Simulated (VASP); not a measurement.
# AlN: relaxation of cell and atoms with PBEsol

The system is AlN.

```
Al N
1.0
     3.09983    0.00000    0.00000
    -1.54992    2.68453    0.00000
     0.00000    0.00000    3.87458
Al N
2 2
Direct
  0.33333 0.66667 0.25000
  0.66667 0.33333 0.75000
  0.66667 0.33333 0.25000
  0.33333 0.66667 0.75000
```

```yaml
Program: VASP 6.6.1
Task: relaxation of cell and atoms
Functional: PBEsol
Potentials_or_basis: VASP PAW PBE potentials, release 64 (Al, N)
Cutoff: 600 eV
k_mesh: 9 × 9 × 6
Occupations: fermi-dirac, width 0.03 eV
Spin: no spin polarisation
Dipole_correction: no
Further_INCAR_settings: ALGO = Normal; EDIFF = 1e-06; IBRION = 2; EDIFFG = -0.01; NSW = 100; ISIF = 3
```

```yaml
Relaxed_volume: 9.77 Å³/atom
Relaxed_cell: a = 3.302 Å, b = 3.302 Å, c = 4.139 Å, α = 90.00°, β = 90.00°, γ = 120.00°
Space_group_after_relaxing_to_0.05_Å: P6_3/mmc (No. 194)
Energy_gained_by_relaxing: 274.7 meV/atom
Ionic_steps: 9
Pressure_after_relaxing: 0.0 GPa
Band_gap_on_the_k_mesh: 3.34 eV, direct
```

The path:
```
step  energy change (eV)  largest force (eV/Å)  pressure (GPa)  volume (Å³)
   1              0.0000                0.0000           60.32        32.24
   2              0.0160                0.0000          -31.21        48.57
   3             -1.0953                0.0000           -1.52        39.32
   4             -1.0967                0.0000           -0.24        39.08
   5             -1.0966                0.0000            0.57        38.94
   6             -1.0982                0.0000            0.51        38.97
   7             -1.0987                0.0000            0.49        38.99
   8             -1.0987                0.0000           -0.48        39.16
   9             -1.0988                0.0000            0.00        39.08
```

Final structure:
```
Al N
1.0
     3.30167    0.00000    0.00000
    -1.65083    2.85933    0.00000
     0.00000    0.00000    4.13931
Al N
2 2
Cartesian
  0.0000 1.9062 1.0348
  1.6508 0.9531 3.1045
  1.6508 0.9531 1.0348
  0.0000 1.9062 3.1045
```

Levels at points of the mesh, in eV from the valence-band top:
```
           k point  band 5  band 6  band 7  band 8  band 9  band 10  band 11  band 12
(0.00, 0.00, 0.00)   -3.33   -1.60   -1.60    0.00    3.34     4.48     8.21     8.21
(0.00, 0.00, 0.50)   -2.51   -2.51   -2.51   -2.51    5.70     5.70     8.37     8.37
```

It took 92 s on 1 thread of AMD EPYC 7R13 Processor (Zen 3), with other jobs on the host, peak memory 0.14 GiB.

Caveat: the volume moved by over 15 % at a fixed basis, so the end points are rough; the PAW data sets were made with another functional, which shifts forces and pressure a little. A hybrid or GW would open this gap; PBEsol tends to underestimate it.
